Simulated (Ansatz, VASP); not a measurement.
**Ru in VASP and in Ansatz**

```
CELL_PARAMETERS angstrom
-1.50203 1.50203 1.50203
1.50203 -1.50203 1.50203
1.50203 1.50203 -1.50203
ATOMIC_POSITIONS crystal
Ru 0.00000 0.00000 0.00000
```

Alike in both runs: task relaxation of cell and atoms; functional RPBE; k mesh 15 × 15 × 15; occupations fermi-dirac, width 0.1 eV; no spin polarisation.

|  | VASP | Ansatz |
| --- | --- | --- |
| version | VASP 6.6.1 | Ansatz 0.2.0 |
| potentials or method | VASP PAW PBE potentials, release 64 (Ru_pv), cutoff 600 eV | plane waves (420 eV) with PAW, scalar-relativistic |
| valence electrons in the cell | 14 | 16 |

Ansatz gave:

```
relaxed volume (Å³/atom)                                     : 14.48
relaxed cell length with the largest relative difference (Å) : 2.659
```

Question: Estimate VASP's values.

Answer: Relaxed volume (Å³/atom): 14.47; relaxed cell length with the largest relative difference (Å): 2.659.

VASP's potentials were made for PBE, not for RPBE. VASP's potentials hold 14 valence electrons a cell and Ansatz's 16, so a difference there can come from the potentials and not from the codes.
